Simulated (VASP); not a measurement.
V, 1 atom in the cell. The structure is cubic, space group Im-3m (No. 229). The conventional cell has a = 2.997 Å, b = 2.997 Å, c = 2.997 Å, α = 90.00°, β = 90.00°, γ = 90.00°. Within 3.4 Å of V (site symmetry m-3m) lie 14 V at 2.60 to 3.00 Å. 

```yaml
Program: VASP 6.6.1
Task: single point
Functional: PBE
Potentials_or_basis: VASP PAW PBE potentials, release 64 (V_sv)
Cutoff: 520 eV
k_mesh: 20 × 20 × 20
Occupations: methfessel-paxton, width 0.1 eV
Spin: no spin polarisation
Dipole_correction: no
Further_INCAR_settings: ALGO = Normal; EDIFF = 1e-07; NBANDS = 12
```

Potentials or basis: VASP PAW PBE potentials, release 64 (V_sv).

The run is started by

```bash
$ cat potpaw_PBE.64/V_sv/POTCAR > POTCAR
$ mpirun -np 1 vasp_std > vasp.out
```

Hardware: 1 thread of Intel(R) Xeon(R) Platinum 8488C (Sapphire Rapids), on a shared host.

Q: How long does it take, and how much memory?

A: Wall time 20 s on 1 thread of Intel(R) Xeon(R) Platinum 8488C (Sapphire Rapids), on a shared host, peak memory 0.15 GiB. Counts: scf iterations 14, k points 256.
